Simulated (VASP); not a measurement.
# MnO (rock salt type) (Fm-3m) in VASP: a series of runs

The runs below take MnO (rock salt type) through single point, with PBE.

Program: VASP 6.6.1. These are calculated values, not measurements. Logs are shortened: lines on timing, memory, paths and dates and some standing lists are left out, and cuts for length are marked.

### 1 The cell of the first run

The structure is cubic, space group Fm-3m (No. 225). Conventional cell: a = 4.077 Å, b = 4.077 Å, c = 4.077 Å, α = 90.00°, β = 90.00°, γ = 90.00°. Mn (site symmetry m-3m) has 6 O at 2.04 Å within 2.7 Å. Within 2.7 Å of O (site symmetry m-3m) lie 6 Mn at 2.04 Å.

### 2 Single point, PBE

INCAR reads:

```
ALGO     = Normal         # electronic algorithm
EDIFF    = 1E-6           # SCF threshold, eV
ENCUT    = 520            # plane-wave cutoff, eV
GGA      = PE             # functional
ISIF     = 2              # what is computed and relaxed
ISMEAR   = -1             # smearing method
LASPH    = T              # aspherical terms in the spheres
LCHARG   = F              # write CHGCAR
LREAL    = F              # projectors in reciprocal space
LWAVE    = F              # write WAVECAR
NBANDS   = 16             # bands
NELM     = 100            # most SCF steps
PREC     = Accurate       # precision mode
SIGMA    = 0.06122561905347299 # smearing width, eV
```

KPOINTS reads:

```
k-points
0
Gamma
  23 23 23
```

POSCAR reads:

```
MnO
1.0
    0.0000000000      2.0386942538      2.0386942538
    2.0386942538      0.0000000000      2.0386942538
    2.0386942538      2.0386942538      0.0000000000
Mn O
1 1
Direct
    0.0000000000      0.0000000000      0.0000000000
    0.5000000000      0.5000000000      0.5000000000
```

Potentials or basis: VASP PAW PBE potentials, release 64 (Mn_pv, O).

The run is started by

```console
cat potpaw_PBE.64/Mn_pv/POTCAR potpaw_PBE.64/O/POTCAR > POTCAR
mpirun -np 1 vasp_std > vasp.out
```

OUTCAR:

```text
EDIFF = 1E-6
   ENCUT = 520
   GGA = PE
   ISIF = 2
   ISMEAR = -1
   LASPH = T
   LREAL = F
   NELM = 100
   PREC = Accurate

 ion  position               nearest neighbor table
   1  0.000  0.000  0.000-   2 2.04   2 2.04   2 2.04   2 2.04   2 2.04   2 2.04
   2  0.500  0.500  0.500-   1 2.04   1 2.04   1 2.04   1 2.04   1 2.04   1 2.04

  LATTYP: Found a face centered cubic cell.
 ALAT       =     4.0773885076

  Lattice vectors:

 A1 = (   0.0000000000,   2.0386942538,   2.0386942538)
 A2 = (   2.0386942538,   0.0000000000,   2.0386942538)
 A3 = (   2.0386942538,   2.0386942538,   0.0000000000)

Analysis of symmetry for initial positions (statically):
=====================================================================
 Subroutine PRICEL returns:
 Original cell was already a primitive cell.

 Routine SETGRP: Setting up the symmetry group for a
 face centered cubic supercell.

 Subroutine GETGRP returns: Found 48 space group operations
 (whereof 48 operations were pure point group operations)
 out of a pool of 48 trial point group operations.

The static configuration has the point symmetry O_h .

Analysis of symmetry for dynamics (positions and initial velocities):
=====================================================================
 Subroutine PRICEL returns:
 Original cell was already a primitive cell.

 Routine SETGRP: Setting up the symmetry group for a
 face centered cubic supercell.

 Subroutine GETGRP returns: Found 48 space group operations
 (whereof 48 operations were pure point group operations)
 out of a pool of 48 trial point group operations.

The dynamic configuration has the point symmetry O_h .

 Subroutine INISYM returns: Found 48 space group operations
 (whereof 48 operations are pure point group operations),
 and found     1 'primitive' translations

----------------------------------------------------------------------------------------

                                     Primitive cell

  volume of cell :      16.9467

  direct lattice vectors                    reciprocal lattice vectors
     0.000000000  2.038694254  2.038694254    -0.245255020  0.245255020  0.245255020
     2.038694254  0.000000000  2.038694254     0.245255020 -0.245255020  0.245255020
     2.038694254  2.038694254  0.000000000     0.245255020  0.245255020 -0.245255020

  length of vectors
     2.883149063  2.883149063  2.883149063     0.424794155  0.424794155  0.424794155

  position of ions in fractional coordinates (direct lattice)
     0.000000000  0.000000000  0.000000000
     0.500000000  0.500000000  0.500000000

  ion indices of the primitive-cell ions
   primitive index   ion index
                 1           1
                 2           2

----------------------------------------------------------------------------------------

 KPOINTS: k-points

Automatic generation of k-mesh.
 Grid dimensions read from file:
 generate k-points for:   23   23   23

 Generating k-lattice:

  Cartesian coordinates                     Fractional coordinates (reciprocal lattice)
    -0.010663262  0.010663262  0.010663262     0.043478261  0.000000000  0.000000000
     0.010663262 -0.010663262  0.010663262     0.000000000  0.043478261  0.000000000
     0.010663262  0.010663262 -0.010663262     0.000000000  0.000000000  0.043478261

  Length of vectors
     0.018469311  0.018469311  0.018469311

  Shift w.r.t. Gamma in fractional coordinates (k-lattice)
     0.000000000  0.000000000  0.000000000

 Subroutine IBZKPT returns following result:
 ===========================================

 Found    364 irreducible k-points:

 Following reciprocal coordinates:
            Coordinates               Weight
  0.000000  0.000000  0.000000      1.000000
  0.043478  0.000000  0.000000      8.000000
  0.086957  0.000000  0.000000      8.000000
  0.130435  0.000000  0.000000      8.000000
  0.173913  0.000000  0.000000      8.000000
  0.217391  0.000000  0.000000      8.000000
[... 16 lines left out ...]
  0.478261  0.043478  0.000000     24.000000
 -0.478261  0.043478  0.000000     24.000000
 [... further k-points ...]
   k-points           NKPTS =    364   k-points in BZ     NKDIM =    364   number of bands    NBANDS=     16
   number of dos      NEDOS =    301   number of ions     NIONS =      2
   total plane-waves  NPLWV =  13824
   dimension x,y,z NGX =    24 NGY =   24 NGZ =   24
   dimension x,y,z NGXF=    48 NGYF=   48 NGZF=   48
   ions per type =               1   1
   NGX,Y,Z   is equivalent  to a cutoff of  13.84, 13.84, 13.84 a.u.
   NGXF,Y,Z  is equivalent  to a cutoff of  27.68, 27.68, 27.68 a.u.
 SYSTEM =  unknown system
   PREC   = accura    normal or accurate (medium, high low for compatibility)
   ISTART =      0    job   : 0-new  1-cont  2-samecut
   ICHARG =      2    charge: 1-file 2-atom 10-const
   ISPIN  =      1    spin polarized calculation?
   LNONCOLLINEAR =      F non collinear calculations
   LSORBIT =      F    spin-orbit coupling
   LASPH  =      T    aspherical Exc in radial PAW
   ENCUT  =  520.0 eV  38.22 Ry    6.18 a.u.   5.36  5.36  5.36*2*pi/ulx,y,z
   NELM   =    100;   NELMIN=  2; NELMDL= -5     # of ELM steps
   EDIFF  = 0.1E-05   stopping-criterion for ELM
   LREAL  =      F    real-space projection
   EDIFFG = 0.1E-04   stopping-criterion for IOM
   NSW    =      0    number of steps for IOM
   IBRION =     -1    ionic relax: 0-MD 1-quasi-New 2-CG
   NFREE  =      0    steps in history (QN), initial steepest desc. (CG)
   ISIF   =      2    stress and relaxation
   ISYM   =      2    0-nonsym 1-usesym 2-fastsym
   POTIM  = 0.5000    time-step for ionic-motion
   TEBEG  =    0.0;   TEEND  =   0.0 temperature during run
   PSTRESS=    0.0 pullay stress
   NELECT =      19.0000    total number of electrons
   NUPDOWN=      -1.0000    fix difference up-down
   EMIN   =  10.00;   EMAX   =-10.00  energy-range for DOS
   EFERMI =   0.00;   METHOD = LEGACY
   ISMEAR =    -1;   SIGMA  =   0.06  broadening in eV -4-tet -1-fermi 0-gaus
   EFERMI_NEDOS =   21; number of points for ismear=-14 and -15
   IALGO  =     38    algorithm
   IMIX   =      4    mixing-type and parameters
     AMIX     =   0.40;   BMIX     =  1.00
     AMIX_MAG =   1.60;   BMIX_MAG =  1.00
  volume/ion in A,a.u.               =       8.47        57.18
  Fermi-wavevector in a.u.,A,eV,Ry     =   1.700711  3.213878 39.353749  2.892419
  Thomas-Fermi vector in A             =   2.780796
   LORBIT       =      0    0 simple, 1 ext, 2 COOP (PROOUT), +10 PAW based schemes
   GGA     = PE    functional components
   LHFCALC =     F    Hartree Fock is set to
   AEXX    =    0.0000 exact exchange contribution
   IVDW    =     0    specifies the selected vdW correction
   LEPSILON=     F    determine dielectric tensor
   LRPA    =     F    only Hartree local field effects (RPA)
 non-spin polarized calculation
  energy-cutoff  :      520.00
  volume of cell :       16.95
 maximum number of plane-waves:       471
 NGX is ok and might be reduce to    24
   NGX = 11   NGY = 11   NGZ = 11

 number of electron      18.9999995 magnetization

 Free energy of the ion-electron system (eV)
  ---------------------------------------------------
  ext. energy  EPLUGINS =         0.00000000
  ---------------------------------------------------
  free energy    TOTEN  =       -14.87010171 eV

  energy without entropy =      -14.80725295  energy(sigma->0) =      -14.83867733

 E-fermi :  10.6217     XC(G=0): -13.5373

 val. band max:       10.6212845237   @ k =  -0.4348   0.1739   0.0435
 cond. band min:      10.6223026599   @ k =  -0.4348   0.3043   0.0000
 fundamental gap:      0.0010181362
 Fermi energy:        10.6217311081

 k-point     1 :       0.0000    0.0000    0.0000
  band No.  band energies     occupation
      1     -37.6670      2.00000
      2     -37.6670      2.00000
      3     -37.6670      2.00000
      4     -11.8476      2.00000
      5       5.7363      2.00000
      6       5.7363      2.00000
[... 8 lines left out ...]
     15      30.3704      0.00000
     16      30.3704      0.00000

 k-point     2 :       0.0435    0.0000    0.0000
  band No.  band energies     occupation
      1     -37.6709      2.00000
      2     -37.6674      2.00000
      3     -37.6674      2.00000
      4     -11.8222      2.00000
      5       5.5820      2.00000
      6       5.6552      2.00000
[... 8 lines left out ...]
     15      30.3269      0.00000
     16      30.3269      0.00000

 k-point     3 :       0.0870    0.0000    0.0000
  band No.  band energies     occupation
      1     -37.6825      2.00000
      2     -37.6687      2.00000
      3     -37.6686      2.00000
      4     -11.7473      2.00000
      5       5.1689      2.00000
      6       5.4381      2.00000
[... 8 lines left out ...]
     15      30.1751      0.00000
     16      30.1751      0.00000

 k-point     4 :       0.1304    0.0000    0.0000
  band No.  band energies     occupation
      1     -37.7006      2.00000
      2     -37.6706      2.00000
      3     -37.6706      2.00000
      4     -11.6265      2.00000
      5       4.5940      2.00000
      6       5.1390      2.00000
[... 8 lines left out ...]
     15      29.8627      0.00000
     16      29.8627      0.00000

 k-point     5 :       0.1739    0.0000    0.0000
  band No.  band energies     occupation
      1     -37.7240      2.00000
      2     -37.6731      2.00000
      3     -37.6731      2.00000
      4     -11.4661      2.00000
      5       3.9401      2.00000
      6       4.8067      2.00000
[... 8 lines left out ...]
     15      29.3539      0.00000
     16      29.3539      0.00000

 k-point     6 :       0.2174    0.0000    0.0000
  band No.  band energies     occupation
      1     -37.7509      2.00000
      2     -37.6760      2.00000
      3     -37.6760      2.00000
      4     -11.2748      2.00000
      5       3.2650      2.00000
      6       4.4748      2.00000
[... 8 lines left out ...]
     15      28.6840      0.00000
     16      28.6840      0.00000
[... 267 lines left out ...]
 k-point    21 :       0.3913    0.0435    0.0000
  band No.  band energies     occupation
      1     -37.8452      2.00000
      2     -37.6890      2.00000
      3     -37.6868      2.00000
      4     -10.5179      2.00000
      5       1.2115      2.00000
      6       3.4861      2.00000
[... 8 lines left out ...]
     15      26.0443      0.00000
     16      26.1367      0.00000

 k-point    22 :       0.4348    0.0435    0.0000
  band No.  band energies     occupation
      1     -37.8616      2.00000
      2     -37.6902      2.00000
      3     -37.6893      2.00000
      4     -10.3733      2.00000
      5       0.8827      2.00000
      6       3.3613      2.00000
[... 8 lines left out ...]
     15      25.5948      0.00000
     16      25.7384      0.00000

 k-point    23 :       0.4783    0.0435    0.0000
  band No.  band energies     occupation
      1     -37.8714      2.00000
      2     -37.6911      2.00000
      3     -37.6905      2.00000
      4     -10.2841      2.00000
      5       0.6873      2.00000
      6       3.2963      2.00000
[... 8 lines left out ...]
     15      25.3197      0.00000
     16      25.5062      0.00000

 k-point    24 :      -0.4783    0.0435    0.0000
  band No.  band energies     occupation
      1     -37.8739      2.00000
      2     -37.6922      2.00000
      3     -37.6901      2.00000
      4     -10.2610      2.00000
      5       0.6373      2.00000
      6       3.2920      2.00000
[... 8 lines left out ...]
     15      25.2336      0.00000
     16      25.4626      0.00000

 [... further k-points ...]

------------------------ aborting loop because EDIFF is reached ----------------------------------------

  FORCE on cell =-STRESS in cart. coord.  units (eV):
  Direction    XX          YY          ZZ          XY          YZ          ZX
  --------------------------------------------------------------------------------------
  -------------------------------------------------------------------------------------
  Total        0.6522675      0.6522675      0.6522675      0.0000000     -0.0000000     -0.0000000
  in kB       61.6666051     61.6666051     61.6666051      0.0000000     -0.0000000     -0.0000000
  external PRESSURE =      61.6666051 kB  Pullay stress =       0.0000000 kB

 VOLUME and BASIS-vectors are now :
 -----------------------------------------------------------------------------
  energy-cutoff  :      520.00
  volume of cell :       16.95
      direct lattice vectors                 reciprocal lattice vectors
     0.000000000  2.038694254  2.038694254    -0.245255020  0.245255020  0.245255020
     2.038694254  0.000000000  2.038694254     0.245255020 -0.245255020  0.245255020
     2.038694254  2.038694254  0.000000000     0.245255020  0.245255020 -0.245255020

 POSITION                                       TOTAL-FORCE (eV/Angst)
 -----------------------------------------------------------------------------------
      0.00000      0.00000      0.00000        -0.000000     -0.000000      0.000000
      2.03869      2.03869      2.03869         0.000000      0.000000      0.000000
 -----------------------------------------------------------------------------------
    total drift:                                0.000000     -0.000000     -0.000000

  FREE ENERGIE OF THE ION-ELECTRON SYSTEM (eV)
  ---------------------------------------------------
  free  energy   TOTEN  =       -14.8701017094 eV

  energy  without entropy=      -14.8072529549  energy(sigma->0) =      -14.83867733
```

It took 2.1 min on 1 thread of Intel Xeon 8259CL, shared host; peak memory 0.22 GiB.

Results:

```yaml
Free_energy: -14.8701 eV
Pressure: 6.2 GPa
Band_gap_on_the_k_mesh: zero (an odd number of electrons rules out a gap without spin polarisation)
```

Levels at points of the mesh, in eV from the Fermi level:
```tsv
k point	band 6	band 7	band 8	band 9	band 10	band 11	band 12	band 13	band 14	band 15
(0.00, 0.00, 0.00)	-4.89	-4.89	-1.80	-1.80	-1.80	-0.98	-0.98	1.78	15.54	19.75
```

Caveat: the cell stands under pressure; an odd number of electrons without spin polarisation forces a metal; a magnetic or distorted state may lie lower; the run has no spin polarisation, though such a crystal can be magnetic; semilocal functionals often make such compounds metallic where correlation or magnetic order opens a gap, which also shifts bond lengths.

### 3 Single point, PBE

INCAR reads:

```
SYSTEM = MnO
  ALGO = Normal
  EDIFF = 1E-6
  ENCUT = 520
  GGA = PE
  ISIF = 2
  ISMEAR = -1
  LASPH = .True.
  LCHARG = .False.
  LREAL = .False.
  LWAVE = .False.
  NBANDS = 16
  NELM = 80
  PREC = Accurate
  SIGMA = 0.06122561905347299
```

KPOINTS reads:

```
k-points
0
Gamma
  23 23 23
  0 0 0
```

POSCAR is that of step 2.

Potentials or basis: VASP PAW PBE potentials, release 64 (Mn_pv, O).

The run is started by

```console
cat potpaw_PBE.64/Mn_pv/POTCAR potpaw_PBE.64/O/POTCAR > POTCAR
mpirun -np 1 vasp_std > vasp.out
```

It took 2.4 min on 1 thread of Intel Xeon 8259CL, shared host; peak memory 0.22 GiB.

Results (log left out):

```yaml
Free_energy: -14.8701 eV
Pressure: 6.2 GPa
Band_gap_on_the_k_mesh: zero (an odd number of electrons rules out a gap without spin polarisation)
```

Levels at points of the mesh, in eV from the Fermi level:
```csv
k point,band 8,band 9,band 10,band 11,band 12,band 13
"(0.00, 0.00, 0.00)",-1.80,-1.80,-1.80,-0.98,-0.98,1.78
```

Caveat: the cell stands under pressure; an odd number of electrons without spin polarisation forces a metal; a magnetic or distorted state may lie lower; the run has no spin polarisation, though such a crystal can be magnetic; semilocal functionals often make such compounds metallic where correlation or magnetic order opens a gap, which also shifts bond lengths. With open d or f shells a metallic result of PBE can be an artefact of self-interaction; +U or a hybrid may open a gap.

(Continued in part 2 of 2.)
